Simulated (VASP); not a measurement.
# InP in VASP: notebook

Runs on InP. Level: PBE. Tasks: single point.

All numbers are computed with VASP 6.6.1; they aren't measurements. Logs are shortened: lines on timing, memory, paths and dates and some standing lists are left out, and cuts for length are marked.

## Step 1: The cell of the first run

The structure is hexagonal, space group P6/mmm (No. 191). The conventional cell has a = 3.011 Å, b = 3.011 Å, c = 5.366 Å, α = 90.00°, β = 90.00°, γ = 120.00°. In (site symmetry 6/mmm) has 2 P at 2.68 Å and 6 In at 3.01 Å within 3.5 Å. Within 3.5 Å of P (site symmetry 6/mmm) lie 2 In at 2.68 Å and 6 P at 3.01 Å.

## Step 2: Single point, PBE

INCAR reads:

```
PREC = Accurate
ENCUT = 500
EDIFF = 1E-6
ISMEAR = 0
SIGMA = 0.2
LREAL = F
LASPH = T
NELM = 120
ALGO = Normal
ISIF = 2
LWAVE = F
LCHARG = F
GGA = PE
NBANDS = 16
GGA_COMPAT = F
```

KPOINTS reads:

```
Automatic mesh
0
Gamma
  6 6 5
```

POSCAR reads:

```
InP
1.0
    3.0112667530      0.0000000000      0.0000000000
   -1.5056333765      2.6078335057      0.0000000000
    0.0000000000      0.0000000000      5.3664650124
In P
1 1
Direct
    0.0000000000      0.0000000000      0.5000000000
    0.0000000000      0.0000000000      0.0000000000
```

Potentials or basis: VASP PAW PBE potentials, release 64 (In_d, P).

Launch:

```sh
$ cat potpaw_PBE.64/In_d/POTCAR potpaw_PBE.64/P/POTCAR > POTCAR
$ mpirun -np 1 vasp_std > vasp.out
```

OUTCAR:

```text
PREC = Accurate
   ENCUT = 500
   EDIFF = 1E-6
   ISMEAR = 0
   LREAL = F
   LASPH = T
   NELM = 120
   ISIF = 2
   GGA = PE

 ion  position               nearest neighbor table
   1  0.000  0.000  0.500-   2 2.68   2 2.68
   2  0.000  0.000  0.000-   1 2.68   1 2.68

  LATTYP: Found a hexagonal cell.
 ALAT       =     3.0112667530
 C/A-ratio  =     1.7821287360

  Lattice vectors:

 A1 = (   3.0112667530,   0.0000000000,   0.0000000000)
 A2 = (  -1.5056333765,   2.6078335057,   0.0000000000)
 A3 = (   0.0000000000,   0.0000000000,   5.3664650124)

Analysis of symmetry for initial positions (statically):
=====================================================================
 Subroutine PRICEL returns:
 Original cell was already a primitive cell.

 Routine SETGRP: Setting up the symmetry group for a
 hexagonal supercell.

 Subroutine GETGRP returns: Found 24 space group operations
 (whereof 24 operations were pure point group operations)
 out of a pool of 24 trial point group operations.

The static configuration has the point symmetry D_6h.

Analysis of symmetry for dynamics (positions and initial velocities):
=====================================================================
 Subroutine PRICEL returns:
 Original cell was already a primitive cell.

 Routine SETGRP: Setting up the symmetry group for a
 hexagonal supercell.

 Subroutine GETGRP returns: Found 24 space group operations
 (whereof 24 operations were pure point group operations)
 out of a pool of 24 trial point group operations.

The dynamic configuration has the point symmetry D_6h.

 Subroutine INISYM returns: Found 24 space group operations
 (whereof 24 operations are pure point group operations),
 and found     1 'primitive' translations

----------------------------------------------------------------------------------------

                                     Primitive cell

  volume of cell :      42.1422

  direct lattice vectors                    reciprocal lattice vectors
     3.011266753  0.000000000  0.000000000     0.332086156  0.191730031  0.000000000
    -1.505633377  2.607833506  0.000000000     0.000000000  0.383460063  0.000000000
     0.000000000  0.000000000  5.366465012     0.000000000  0.000000000  0.186342406

  length of vectors
     3.011266753  3.011266753  5.366465012     0.383460063  0.383460063  0.186342406

  position of ions in fractional coordinates (direct lattice)
     0.000000000  0.000000000  0.500000000
     0.000000000  0.000000000  0.000000000

  ion indices of the primitive-cell ions
   primitive index   ion index
                 1           1
                 2           2

----------------------------------------------------------------------------------------

 KPOINTS: Automatic mesh

Automatic generation of k-mesh.
 Grid dimensions read from file:
 generate k-points for:    6    6    5

 Generating k-lattice:

  Cartesian coordinates                     Fractional coordinates (reciprocal lattice)
     0.055347693  0.031955005  0.000000000     0.166666667 -0.000000000  0.000000000
     0.000000000  0.063910010  0.000000000     0.000000000  0.166666667  0.000000000
     0.000000000  0.000000000  0.037268481     0.000000000  0.000000000  0.200000000

  Length of vectors
     0.063910010  0.063910010  0.037268481

  Shift w.r.t. Gamma in fractional coordinates (k-lattice)
     0.000000000  0.000000000  0.000000000

 Subroutine IBZKPT returns following result:
 ===========================================

 Found     21 irreducible k-points:

 Following reciprocal coordinates:
            Coordinates               Weight
  0.000000  0.000000  0.000000      1.000000
  0.166667 -0.000000  0.000000      6.000000
  0.333333 -0.000000  0.000000      6.000000
  0.500000  0.000000  0.000000      3.000000
  0.166667  0.166667  0.000000      6.000000
  0.333333  0.166667  0.000000     12.000000
[... 13 lines left out ...]
  0.333333  0.166667  0.400000     24.000000
  0.333333  0.333333  0.400000      4.000000
   k-points           NKPTS =     21   k-points in BZ     NKDIM =     21   number of bands    NBANDS=     16
   number of dos      NEDOS =    301   number of ions     NIONS =      2
   total plane-waves  NPLWV =  23040
   dimension x,y,z NGX =    24 NGY =   24 NGZ =   40
   dimension x,y,z NGXF=    48 NGYF=   48 NGZF=   80
   ions per type =               1   1
   NGX,Y,Z   is equivalent  to a cutoff of  13.25, 13.25, 12.39 a.u.
   NGXF,Y,Z  is equivalent  to a cutoff of  26.50, 26.50, 24.78 a.u.
 SYSTEM =  unknown system
   PREC   = accura    normal or accurate (medium, high low for compatibility)
   ISTART =      0    job   : 0-new  1-cont  2-samecut
   ICHARG =      2    charge: 1-file 2-atom 10-const
   ISPIN  =      1    spin polarized calculation?
   LNONCOLLINEAR =      F non collinear calculations
   LSORBIT =      F    spin-orbit coupling
   LASPH  =      T    aspherical Exc in radial PAW
   ENCUT  =  500.0 eV  36.75 Ry    6.06 a.u.   5.49  5.49  9.78*2*pi/ulx,y,z
   NELM   =    120;   NELMIN=  2; NELMDL= -5     # of ELM steps
   EDIFF  = 0.1E-05   stopping-criterion for ELM
   LREAL  =      F    real-space projection
   EDIFFG = 0.1E-04   stopping-criterion for IOM
   NSW    =      0    number of steps for IOM
   IBRION =     -1    ionic relax: 0-MD 1-quasi-New 2-CG
   NFREE  =      0    steps in history (QN), initial steepest desc. (CG)
   ISIF   =      2    stress and relaxation
   ISYM   =      2    0-nonsym 1-usesym 2-fastsym
   POTIM  = 0.5000    time-step for ionic-motion
   TEBEG  =    0.0;   TEEND  =   0.0 temperature during run
   PSTRESS=    0.0 pullay stress
   NELECT =      18.0000    total number of electrons
   NUPDOWN=      -1.0000    fix difference up-down
   EMIN   =  10.00;   EMAX   =-10.00  energy-range for DOS
   EFERMI =   0.00;   METHOD = LEGACY
   ISMEAR =     0;   SIGMA  =   0.20  broadening in eV -4-tet -1-fermi 0-gaus
   EFERMI_NEDOS =   21; number of points for ismear=-14 and -15
   IALGO  =     38    algorithm
   IMIX   =      4    mixing-type and parameters
     AMIX     =   0.40;   BMIX     =  1.00
     AMIX_MAG =   1.60;   BMIX_MAG =  1.00
  volume/ion in A,a.u.               =      21.07       142.19
  Fermi-wavevector in a.u.,A,eV,Ry     =   1.232896  2.329836 20.681307  1.520033
  Thomas-Fermi vector in A             =   2.367648
   LORBIT       =      0    0 simple, 1 ext, 2 COOP (PROOUT), +10 PAW based schemes
   GGA     = PE    functional components
   LHFCALC =     F    Hartree Fock is set to
   AEXX    =    0.0000 exact exchange contribution
   IVDW    =     0    specifies the selected vdW correction
   LEPSILON=     F    determine dielectric tensor
   LRPA    =     F    only Hartree local field effects (RPA)
 non-spin polarized calculation
 Gauss-broadening in eV      SIGMA  =   0.20
  energy-cutoff  :      500.00
  volume of cell :       42.14
 maximum number of plane-waves:      1088
 NGX is ok and might be reduce to    24
   NGX = 11   NGY = 11   NGZ = 19

 number of electron      17.9999997 magnetization

 Free energy of the ion-electron system (eV)
  ---------------------------------------------------
  ext. energy  EPLUGINS =         0.00000000
  ---------------------------------------------------
  free energy    TOTEN  =        -7.00213221 eV

  energy without entropy =       -6.96877076  energy(sigma->0) =       -6.98545148

 E-fermi :   7.3502     XC(G=0): -10.5331

 val. band max:        7.3254203986   @ k =   0.3333   0.1667   0.4000
 cond. band min:       7.4888586173   @ k =   0.3333  -0.0000   0.4000
 fundamental gap:      0.1634382187
 Fermi energy:         7.3502232596

 k-point     1 :       0.0000    0.0000    0.0000
  band No.  band energies     occupation
      1      -7.6500      2.00000
      2      -7.4006      2.00000
      3      -7.4006      2.00000
      4      -6.9605      2.00000
      5      -6.9605      2.00000
      6      -4.9117      2.00000
[... 8 lines left out ...]
     15      20.3247      0.00000
     16      20.5812      0.00000

 k-point     2 :       0.1667   -0.0000    0.0000
  band No.  band energies     occupation
      1      -7.5705      2.00000
      2      -7.4165      2.00000
      3      -7.2524      2.00000
      4      -7.0671      2.00000
      5      -6.9819      2.00000
      6      -4.3536      2.00000
[... 8 lines left out ...]
     15      19.1286      0.00000
     16      19.4990      0.00000

 k-point     3 :       0.3333   -0.0000    0.0000
  band No.  band energies     occupation
      1      -7.6616      2.00000
      2      -7.2660      2.00000
      3      -7.2180      2.00000
      4      -7.0245      2.00000
      5      -6.9426      2.00000
      6      -2.7822      2.00000
[... 8 lines left out ...]
     15      17.0728      0.00000
     16      19.9983      0.00000

 k-point     4 :       0.5000    0.0000    0.0000
  band No.  band energies     occupation
      1      -7.7338      2.00000
      2      -7.3593      2.00000
      3      -7.0999      2.00000
      4      -7.0456      2.00000
      5      -6.7805      2.00000
      6      -1.3115      2.00000
[... 8 lines left out ...]
     15      17.4837      0.00000
     16      19.5421      0.00000
[... 267 lines left out ...]
 k-point    19 :       0.1667    0.1667    0.4000
  band No.  band energies     occupation
      1      -7.4760      2.00000
      2      -7.3783      2.00000
      3      -7.2080      2.00000
      4      -7.0349      2.00000
      5      -7.0187      2.00000
      6      -3.0527      2.00000
[... 8 lines left out ...]
     15      17.9896      0.00000
     16      19.5256      0.00000

 k-point    20 :       0.3333    0.1667    0.4000
  band No.  band energies     occupation
      1      -7.5436      2.00000
      2      -7.3151      2.00000
      3      -7.1334      2.00000
      4      -7.1014      2.00000
      5      -6.9077      2.00000
      6      -1.4952      2.00000
[... 8 lines left out ...]
     15      17.2334      0.00000
     16      18.4500      0.00000

 k-point    21 :       0.3333    0.3333    0.4000
  band No.  band energies     occupation
      1      -7.2374      2.00000
      2      -7.2374      2.00000
      3      -7.1992      2.00000
      4      -7.1992      2.00000
      5      -7.1122      2.00000
      6      -0.7527      2.00000
[... 8 lines left out ...]
     15      15.8631      0.00000
     16      18.7136      0.00000

------------------------ aborting loop because EDIFF is reached ----------------------------------------

  FORCE on cell =-STRESS in cart. coord.  units (eV):
  Direction    XX          YY          ZZ          XY          YZ          ZX
  --------------------------------------------------------------------------------------
  -------------------------------------------------------------------------------------
  Total       -0.0496373     -0.0496373     -0.0047055      0.0000000      0.0000000      0.0000000
  in kB       -1.8871298     -1.8871298     -0.1788950      0.0000000      0.0000000      0.0000000
  external PRESSURE =      -1.3177182 kB  Pullay stress =       0.0000000 kB

 VOLUME and BASIS-vectors are now :
 -----------------------------------------------------------------------------
  energy-cutoff  :      500.00
  volume of cell :       42.14
      direct lattice vectors                 reciprocal lattice vectors
     3.011266753  0.000000000  0.000000000     0.332086156  0.191730031  0.000000000
    -1.505633377  2.607833506  0.000000000     0.000000000  0.383460063  0.000000000
     0.000000000  0.000000000  5.366465012     0.000000000  0.000000000  0.186342406

 POSITION                                       TOTAL-FORCE (eV/Angst)
 -----------------------------------------------------------------------------------
      0.00000      0.00000      2.68323         0.000000      0.000000      0.000000
      0.00000      0.00000      0.00000        -0.000000      0.000000      0.000000
 -----------------------------------------------------------------------------------
    total drift:                                0.000000      0.000000     -0.000000

  FREE ENERGIE OF THE ION-ELECTRON SYSTEM (eV)
  ---------------------------------------------------
  free  energy   TOTEN  =        -7.0021322057 eV

  energy  without entropy=       -6.9687707562  energy(sigma->0) =       -6.98545148
```

It took 4.5 s on 1 thread of Intel Xeon Platinum 8481C at 2.70GHz (Sapphire Rapids), shared host; peak memory 0.16 GiB.

What came out:

```
Free energy            : -7.0021 eV
Pressure               : -0.1 GPa
Band gap on the k mesh : zero (band 9 reaches 11.64 eV, above the bottom of band 10 at 6.20 eV)
```

Stress tensor (GPa, compression positive):
```
-0.19  0.00  0.00
 0.00 -0.19  0.00
 0.00  0.00 -0.02
```

Levels at points of the mesh, in eV from the Fermi level:
```
           k point  band 6  band 7  band 8  band 9  band 10  band 11  band 12  band 13
(0.00, 0.00, 0.00)  -12.26   -6.97   -5.13    4.25     4.25     6.89     9.89    11.49
(0.50, 0.00, 0.00)   -8.66   -4.91   -2.11   -1.19    -1.15     1.96     4.09     6.96
```

Caveat: the k points lie up to 0.40 Å⁻¹ apart; spin-orbit coupling is left out, which moves the levels of the heavy elements.

[end of part 1 of 2]
